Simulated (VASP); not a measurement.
Input of a VASP 6.6.1 run:

INCAR

```
  ALGO = Normal
  DIPOL = 0.5 0.5 0.468
  EDIFF = 1E-6
  ENCUT = 520
  GGA = PE
  IDIPOL = 3
  ISIF = 2
  ISMEAR = 0
  ISPIN = 2
  IVDW = 12
  LASPH = T
  LCHARG = F
  LDIPOL = T
  LORBIT = 11
  LREAL = F
  LWAVE = F
  MAGMOM = 0 0 0 0 0 0 0 0 0 0 0 0 2
  NBANDS = 37
  NELM = 150
  PREC = Accurate
  SIGMA = 0.1
```

KPOINTS

```
k-points
0
Gamma
  4 4 1
```

The input POSCAR:

```
Al12O
1.0
    5.6324246406      0.0000000000      0.0000000000
   -2.8162123203      4.8778228237      0.0000000000
    0.0000000000      0.0000000000     22.5988554614
Al O
12 1
Direct
    0.3333333333      0.1666666667      0.3540002286
    0.3333333333      0.6666666667      0.3540002286
    0.8333333333      0.1666666667      0.3540002286
    0.8333333333      0.6666666667      0.3540002286
    0.6681557650      0.3363115301      0.4574951410
    0.6681557650      0.8318442350      0.4574951410
    0.1666666667      0.3333333333      0.4579857534
    0.1636884699      0.8318442350      0.4574951410
   -0.0040394852      0.5040394852      0.5627260148
   -0.0040394852     -0.0080789703      0.5627260148
    0.5080789703      0.5040394852      0.5627260148
    0.5000000000      0.0000000000      0.5539930806
    0.1666666667      0.3333333333      0.6006698403
```

Potentials or basis: VASP PAW PBE potentials, release 64 (Al, O).

The run is started by

```console
$ cat potpaw_PBE.64/Al/POTCAR potpaw_PBE.64/O/POTCAR > POTCAR
$ mpirun -np 1 vasp_std > vasp.out
```

(1) Predict the band gap on the k mesh.

(2) Estimate the dispersion energy per atom.

(3) Estimate the largest force.

(4) What does it give for the net moment?

## Answers

(1) zero (filled and empty bands overlap).

(2) -0.227 eV.

(3) 0.244 eV/Å.

(4) 0.00 μB per cell.
